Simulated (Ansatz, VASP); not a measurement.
**Ti in VASP and in Ansatz**

POSCAR

```
Ti
1.0
   -1.6731846416      1.6731846416      1.6731846416
    1.6731846416     -1.6731846416      1.6731846416
    1.6731846416      1.6731846416     -1.6731846416
Ti
1
Direct
    0.0000000000      0.0000000000      0.0000000000
```

Contents of INCAR.step1:

```
  PREC = Accurate
  ENCUT = 520
  ISMEAR = -1
  SIGMA = 0.05
  LREAL = False
  LASPH = True
  NELM = 100
  NBANDS = 12
  GGA = PE
  ALGO = Normal
  EDIFF = 1E-4
  LWAVE = True
  LCHARG = False
```

INCAR.step2

```
  PREC = Accurate
  ENCUT = 520
  EDIFF = 1E-7
  ISMEAR = -1
  SIGMA = 0.05
  LREAL = False
  LASPH = True
  NELM = 100
  ALGO = Normal
  ISIF = 2
  LWAVE = False
  LCHARG = False
  METAGGA = R2SCAN
  LMIXTAU = True
  NBANDS = 12
  ISTART = 1
```

The input KPOINTS:

```
Automatic mesh
0
Gamma
  11 11 11
```

input.yaml

```yaml
crystal:
  lattice:
    - [-1.6731846416, 1.6731846416, 1.6731846416]
    - [1.6731846416, -1.6731846416, 1.6731846416]
    - [1.6731846416, 1.6731846416, -1.6731846416]
  atoms:
    - { symbol: Ti, position: [0.0, 0.0, 0.0] }
hamiltonian:
  xc: r2scan
  pseudopotentials: { kind: paw }
kpoints:
  mp_grid: { grid: [11, 11, 11] }
scf:
  occupations: { method: fermi_dirac, width: 0.05 }
output:
  forces: true
  stress: true
  eigenvalues: true
```

Alike in both runs: task single point; functional r2SCAN; k mesh 11 × 11 × 11; occupations fermi-dirac, width 0.05 eV; no spin polarisation.

|  | VASP | Ansatz |
| --- | --- | --- |
| version | VASP 6.6.1 | Ansatz 0.2.0 |
| potentials or method | VASP PAW PBE potentials, release 64 (Ti_sv) | Ansatz PAW |
| plane-wave cutoff (eV) | 520 | 500 |
| valence electrons in the cell | 12 | 12 |

|  | VASP | Ansatz | Ansatz less VASP |
| --- | --- | --- | --- |
| gap on the k mesh at the Fermi level (eV) | none | none | - |
| pressure (GPa) | -7.9 | -8.2 | -0.30 |

VASP's potentials were made for PBE, not for r2SCAN. A gap of «none» marks a metal or a gap that the smearing closes.
